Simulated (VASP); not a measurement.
# SnO2 in VASP: further runs, part 2 of 2

VASP 6.6.1. The steps go on from the part before.

## Step 3: Single point, PBEsol

This run uses another cell than the first one, of 12.13 Å³/atom.

The input, INCAR:

```
PREC = Accurate
ENCUT = 520
EDIFF = 1E-6
ISMEAR = 0
SIGMA = 0.02
LREAL = F
LASPH = T
NELM = 100
ALGO = Normal
ISIF = 2
LWAVE = F
LCHARG = F
GGA = PS
NBANDS = 35
```

The input, KPOINTS:

```
Automatic mesh
0
Gamma
  6 6 8
```

The input, POSCAR:

```
SnO2
1.0
    4.7953424657      0.0000000000      0.0000000000
    0.0000000000      4.7953424657      0.0000000000
    0.0000000000      0.0000000000      3.1642099045
Sn O
2 4
Direct
    0.5000000000      0.5000000000      0.5000000000
    0.0000000000      0.0000000000      0.0000000000
    0.1942618715      0.8057381285      0.5000000000
    0.8057381285      0.1942618715      0.5000000000
    0.3057381285      0.3057381285      0.0000000000
    0.6942618715      0.6942618715      0.0000000000
```

Potentials or basis: VASP PAW PBE potentials, release 64 (Sn_d, O).

Launch:

```bash
> cat potpaw_PBE.64/Sn_d/POTCAR potpaw_PBE.64/O/POTCAR > POTCAR
> mpirun -np 1 vasp_std > vasp.out
```

OUTCAR:

```text
PREC = Accurate
   ENCUT = 520
   EDIFF = 1E-6
   ISMEAR = 0
   LREAL = F
   LASPH = T
   NELM = 100
   ISIF = 2
   GGA = PS

 ion  position               nearest neighbor table
   1  0.500  0.500  0.500-   5 2.06   6 2.06   5 2.06   6 2.06   3 2.07   4 2.07   2 3.74   2 3.74
                             2 3.74   2 3.74   2 3.74   2 3.74   2 3.74   2 3.74
   2  0.000  0.000  0.000-   3 2.06   4 2.06   3 2.06   4 2.06   5 2.07   6 2.07   1 3.74   1 3.74
                             1 3.74   1 3.74   1 3.74   1 3.74   1 3.74   1 3.74
   3  0.194  0.806  0.500-   2 2.06   2 2.06   1 2.07
   4  0.806  0.194  0.500-   2 2.06   2 2.06   1 2.07
   5  0.306  0.306  0.000-   1 2.06   1 2.06   2 2.07
   6  0.694  0.694  0.000-   1 2.06   1 2.06   2 2.07

  LATTYP: Found a simple tetragonal cell.
 ALAT       =     4.7953424657
 C/A-ratio  =     0.6598506628

  Lattice vectors:

 A1 = (   4.7953424657,   0.0000000000,   0.0000000000)
 A2 = (   0.0000000000,   4.7953424657,   0.0000000000)
 A3 = (   0.0000000000,   0.0000000000,   3.1642099045)

Analysis of symmetry for initial positions (statically):
=====================================================================
 Subroutine PRICEL returns:
 Original cell was already a primitive cell.

 Routine SETGRP: Setting up the symmetry group for a
 simple tetragonal supercell.

 Subroutine GETGRP returns: Found 16 space group operations
 (whereof  8 operations were pure point group operations)
 out of a pool of 16 trial point group operations.

The static configuration has the point symmetry D_2h.
 The point group associated with its full space group is D_4h.

Analysis of symmetry for dynamics (positions and initial velocities):
=====================================================================
 Subroutine PRICEL returns:
 Original cell was already a primitive cell.

 Routine SETGRP: Setting up the symmetry group for a
 simple tetragonal supercell.

 Subroutine GETGRP returns: Found 16 space group operations
 (whereof  8 operations were pure point group operations)
 out of a pool of 16 trial point group operations.

The dynamic configuration has the point symmetry D_2h.
[... 134 lines left out ...]
   LHFCALC =     F    Hartree Fock is set to
   AEXX    =    0.0000 exact exchange contribution
   IVDW    =     0    specifies the selected vdW correction
   LEPSILON=     F    determine dielectric tensor
   LRPA    =     F    only Hartree local field effects (RPA)
 non-spin polarized calculation
 Gauss-broadening in eV      SIGMA  =   0.02
  energy-cutoff  :      520.00
  volume of cell :       72.76
 maximum number of plane-waves:      2008
 NGX is ok and might be reduce to    36
   NGX = 17   NGY = 17   NGZ = 11

 number of electron      52.0000004 magnetization

 Free energy of the ion-electron system (eV)
  ---------------------------------------------------
  ext. energy  EPLUGINS =         0.00000000
  ---------------------------------------------------
  free energy    TOTEN  =       -39.65082729 eV

  energy without entropy =      -39.65082729  energy(sigma->0) =      -39.65082729

 E-fermi :   6.0049     XC(G=0): -11.4379

 val. band max:        5.8176771937   @ k =   0.0000   0.0000   0.0000
 cond. band min:       6.8345377393   @ k =   0.0000   0.0000   0.0000
 fundamental gap:      1.0168605456
 Fermi energy:         6.0049218941

 k-point     1 :       0.0000    0.0000    0.0000
  band No.  band energies     occupation
      1     -15.2117      2.00000
      2     -14.4827      2.00000
      3     -14.1876      2.00000
      4     -14.1591      2.00000
      5     -14.1591      2.00000
      6     -14.0660      2.00000
[... 901 lines left out ...]
     34      17.8816      0.00000
     35      18.1744      0.00000

 [... further k-points ...]

------------------------ aborting loop because EDIFF is reached ----------------------------------------

  FORCE on cell =-STRESS in cart. coord.  units (eV):
  Direction    XX          YY          ZZ          XY          YZ          ZX
  --------------------------------------------------------------------------------------
  -------------------------------------------------------------------------------------
  Total        0.2534520      0.2534520      2.5201895     -0.0000000      0.0000000      0.0000000
  in kB        5.5808692      5.5808692     55.4931321     -0.0000000      0.0000000      0.0000000
  external PRESSURE =      22.2182902 kB  Pullay stress =       0.0000000 kB

 VOLUME and BASIS-vectors are now :
 -----------------------------------------------------------------------------
  energy-cutoff  :      520.00
  volume of cell :       72.76
      direct lattice vectors                 reciprocal lattice vectors
     4.795342466  0.000000000  0.000000000     0.208535680  0.000000000  0.000000000
     0.000000000  4.795342466  0.000000000     0.000000000  0.208535680  0.000000000
     0.000000000  0.000000000  3.164209904     0.000000000  0.000000000  0.316034660

 POSITION                                       TOTAL-FORCE (eV/Angst)
 -----------------------------------------------------------------------------------
      2.39767      2.39767      1.58210         0.000000      0.000000      0.000000
      0.00000      0.00000      0.00000         0.000000      0.000000      0.000000
      0.93155      3.86379      1.58210         0.014482     -0.014482      0.000000
      3.86379      0.93155      1.58210        -0.014482      0.014482      0.000000
      1.46612      1.46612      0.00000        -0.014482     -0.014482      0.000000
      3.32922      3.32922      0.00000         0.014482      0.014482     -0.000000
 -----------------------------------------------------------------------------------
    total drift:                                0.000000      0.000000     -0.000000

  FREE ENERGIE OF THE ION-ELECTRON SYSTEM (eV)
  ---------------------------------------------------
  free  energy   TOTEN  =       -39.6508272939 eV

  energy  without entropy=      -39.6508272939  energy(sigma->0) =      -39.65082729
```

OSZICAR:

```text
N       E                     dE             d eps       ncg     rms          rms(c)
DAV:   1     0.626765881879E+03    0.62677E+03   -0.25570E+04  3875   0.230E+03
DAV:   2     0.549106480172E+02   -0.57186E+03   -0.53903E+03  3764   0.597E+02
DAV:   3    -0.400487028181E+02   -0.94959E+02   -0.92985E+02  3785   0.206E+02
DAV:   4    -0.449812555209E+02   -0.49326E+01   -0.48942E+01  4457   0.502E+01
DAV:   5    -0.451090879394E+02   -0.12783E+00   -0.12766E+00  4390   0.859E+00    0.149E+01
DAV:   6    -0.396449413728E+02    0.54641E+01   -0.15039E+01  5489   0.615E+01    0.611E+00
DAV:   7    -0.397053844868E+02   -0.60443E-01   -0.17845E+00  4137   0.732E+00    0.316E+00
DAV:   8    -0.396604409326E+02    0.44944E-01   -0.17464E-01  5277   0.380E+00    0.696E-01
DAV:   9    -0.396503343414E+02    0.10107E-01   -0.31127E-02  5722   0.294E+00    0.122E-01
DAV:  10    -0.396507785086E+02   -0.44417E-03   -0.35006E-03  4689   0.492E-01    0.461E-02
DAV:  11    -0.396508282796E+02   -0.49771E-04   -0.13821E-04  5164   0.891E-02    0.183E-02
DAV:  12    -0.396508293604E+02   -0.10809E-05   -0.90572E-06  5256   0.242E-02    0.111E-02
DAV:  13    -0.396508272365E+02    0.21239E-05   -0.76684E-06  4311   0.399E-02    0.240E-03
DAV:  14    -0.396508272939E+02   -0.57366E-07   -0.46428E-07  2217   0.658E-03
   1 F= -.39650827E+02 E0= -.39650827E+02  d E =-.336143E-42
```

stdout:

```text
POSCAR found type information on POSCAR SnO
 POSCAR found :  2 types and       6 ions
 scaLAPACK will be used
 -----------------------------------------------------------------------------
|                                                                             |
|                                                                             |
|     You enforced a specific xc type in the INCAR file but a different       |
|     I HOPE YOU KNOW WHAT YOU ARE DOING!                                     |
|                                                                             |
 -----------------------------------------------------------------------------

 LDA part: xc-table for (Slater+PW92), standard interpolation
 POSCAR, INCAR and KPOINTS ok, starting setup
 FFT: planning ... GRIDC
 FFT: planning ... GRID_SOFT
 FFT: planning ... GRID
 WAVECAR not read
 entering main loop
```

Wall time 41 s (1 thread of Intel Xeon 6975P-C (Granite Rapids), shared host); peak memory 0.23 GiB.

What came out:

- Free energy: -39.6508 eV
- Pressure: 2.2 GPa
- Largest force: 0.020 eV/Å
- Band gap on the k mesh: 1.02 eV

Forces in eV/Å, atoms in the order of the input:
```
Sn   0.000  0.000  0.000
Sn   0.000  0.000  0.000
O    0.014 -0.014  0.000
O   -0.014  0.014  0.000
O   -0.014 -0.014  0.000
O    0.014  0.014  0.000
```

Caveat: the PAW data sets were made with another functional, which shifts forces and pressure a little; spin-orbit coupling is left out, which moves the levels of the heavy elements.

## Step 4: Single point, PBEsol

The input, INCAR:

```
SYSTEM = SnO2
  PREC = Accurate
  ENCUT = 520
  EDIFF = 1E-6
  ISMEAR = 0
  SIGMA = 0.02
  LREAL = .False.
  LASPH = .True.
  NELM = 80
  ALGO = Normal
  ISIF = 2
  LWAVE = .False.
  LCHARG = .False.
  GGA = PS
  NBANDS = 35
```

The input, KPOINTS:

```
Automatic mesh
0
Gamma
  6 6 8
  0 0 0
```

The input, POSCAR:

```
SnO2
1.0
    4.7684401083      0.0000000000      0.0000000000
    0.0000000000      4.7684401083      0.0000000000
    0.0000000000      0.0000000000      3.2123958421
Sn O
2 4
Direct
    0.5000000000      0.5000000000      0.5000000000
    0.0000000000      0.0000000000      0.0000000000
    0.1937455548      0.8062544452      0.5000000000
    0.8062544452      0.1937455548      0.5000000000
    0.3062544452      0.3062544452      0.0000000000
    0.6937455548      0.6937455548      0.0000000000
```

Launch:

```bash
> cat potpaw_PBE.64/Sn_d/POTCAR potpaw_PBE.64/O/POTCAR > POTCAR
> mpirun -np 1 vasp_std > vasp.out
```

Wall time 47 s (1 thread of Intel Xeon 6975P-C (Granite Rapids), shared host); peak memory 0.23 GiB.

It converged, with:

```yaml
Free_energy: -39.6699 eV
Pressure: 0.6 GPa
Largest_force: 0.012 eV/Å
Band_gap_on_the_k_mesh: 0.91 eV
```

Forces on the atoms (eV/Å):
```
Sn   0.000  0.000  0.000
Sn   0.000  0.000  0.000
O    0.008 -0.008  0.000
O   -0.008  0.008  0.000
O   -0.008 -0.008  0.000
O    0.008  0.008  0.000
```

Stress tensor (GPa, compression positive):
```
0.54 0.00 0.00
0.00 0.54 0.00
0.00 0.00 0.81
```

Levels at points of the mesh, in eV from the valence-band top:
| k point | band 23 | band 24 | band 25 | band 26 | band 27 | band 28 | band 29 | band 30 |
| --- | --- | --- | --- | --- | --- | --- | --- | --- |
| (0.00, 0.00, 0.00) | -1.27 | -0.78 | -0.78 | 0.00 | 0.91 | 5.85 | 6.03 | 6.03 |
| (0.50, 0.00, 0.00) | -1.23 | -1.23 | -0.63 | -0.63 | 4.13 | 4.13 | 6.80 | 6.80 |
| (0.50, 0.50, 0.00) | -1.35 | -1.35 | -0.89 | -0.89 | 4.53 | 4.53 | 7.23 | 7.23 |
| (0.00, 0.00, 0.50) | -1.65 | -1.65 | -1.25 | -1.25 | 5.87 | 5.87 | 9.43 | 9.43 |
| (0.50, 0.00, 0.50) | -1.09 | -1.09 | -0.73 | -0.73 | 6.15 | 6.15 | 7.73 | 7.73 |
| (0.50, 0.50, 0.50) | -0.96 | -0.96 | -0.82 | -0.82 | 4.55 | 4.55 | 8.61 | 8.61 |

Caveat: the PAW data sets were made with another functional, which shifts forces and pressure a little; spin-orbit coupling is left out, which moves the levels of the heavy elements.

## Step 5: Single point, PBEsol (uniaxial strain along c: +1.5 %, then relaxed in part)

The input, INCAR:

```
  PREC = Accurate
  ENCUT = 520
  EDIFF = 1E-6
  ISMEAR = 0
  SIGMA = 0.02
  LREAL = False
  LASPH = True
  NELM = 60
  ALGO = Normal
  ISIF = 2
  LWAVE = False
  LCHARG = False
  GGA = PS
  NBANDS = 35
```

The input, KPOINTS:

```
Automatic mesh
0
Gamma
  6 6 8
```

The input, POSCAR:

```
SnO2
1.0
    4.7430271022      0.0000000000      0.0000000000
    0.0000000000      4.7430271022      0.0000000000
    0.0000000000      0.0000000000      3.2605817797
Sn O
2 4
Direct
    0.5000000000      0.5000000000      0.5000000000
    0.0000000000      0.0000000000      0.0000000000
    0.1932288425      0.8067711575      0.5000000000
    0.8067711575      0.1932288425      0.5000000000
    0.3067711575      0.3067711575      0.0000000000
    0.6932288425      0.6932288425      0.0000000000
```

Launch:

```bash
> cat potpaw_PBE.64/Sn_d/POTCAR potpaw_PBE.64/O/POTCAR > POTCAR
> mpirun -np 1 vasp_std > vasp.out
```

It took 87 s on 1 thread of Intel Xeon 6975P-C (Granite Rapids), shared host; peak memory 0.23 GiB.

The run converged. Its results:

- Free energy: -39.6581 eV
- Pressure: -0.8 GPa
- Largest force: 0.010 eV/Å
- Band gap on the k mesh: 0.81 eV

Forces on the atoms (eV/Å):
```
Sn   0.000  0.000  0.000
Sn   0.000  0.000  0.000
O    0.007 -0.007  0.000
O   -0.007  0.007  0.000
O   -0.007 -0.007  0.000
O    0.007  0.007  0.000
```

Stress tensor (GPa, compression positive):
```
 0.54  0.00  0.00
 0.00  0.54  0.00
 0.00  0.00 -3.51
```

Levels at points of the mesh, in eV from the valence-band top:
```csv
k point,band 24,band 25,band 26,band 27,band 28,band 29
"(0.00, 0.00, 0.00)",-0.75,-0.75,0.00,0.81,5.61,5.88
"(0.50, 0.00, 0.00)",-1.26,-0.61,-0.61,4.07,4.07,6.63
"(0.50, 0.50, 0.00)",-1.40,-0.84,-0.84,4.41,4.41,7.11
"(0.00, 0.00, 0.50)",-1.64,-1.23,-1.23,5.80,5.80,9.46
"(0.50, 0.00, 0.50)",-1.06,-0.69,-0.69,6.10,6.10,7.80
"(0.50, 0.50, 0.50)",-0.94,-0.78,-0.78,4.54,4.54,8.59
```

Caveat: the cell differs from its parent crystal (uniaxial strain along c: +1.5 %, then relaxed in part); the PAW data sets were made with another functional, which shifts forces and pressure a little; spin-orbit coupling is left out, which moves the levels of the heavy elements.

## Step 6: The runs side by side

```csv
cell,gap on the mesh (eV),pressure (GPa),largest force (eV/Å)
"a = 4.768, b = 4.768, c = 3.214 Å, angles 90.0, 88.3, 90.0°, 6 atoms, atomic positions A",0.90,0.7,0.02
"a = 4.795, b = 4.795, c = 3.164 Å, 6 atoms, atomic positions B",1.02,2.2,0.02
"a = 4.768, b = 4.768, c = 3.212 Å, 6 atoms, atomic positions C",0.91,0.6,0.01
"a = 4.743, b = 4.743, c = 3.261 Å, 6 atoms, atomic positions D",0.81,-0.8,0.01
```

Alike in all rows: task single point; level PBEsol; potentials or basis VASP PAW PBE potentials, release 64 (Sn_d, O); no spin polarisation; k mesh 6 × 6 × 8; cutoff (eV) 520; smearing gaussian 0.02 eV.

Caveats: the PAW data sets were made with another functional, which shifts forces and pressure a little; spin-orbit coupling is left out, which moves the levels of the heavy elements.

Absolute energies hang on the potentials; compare differences alone.
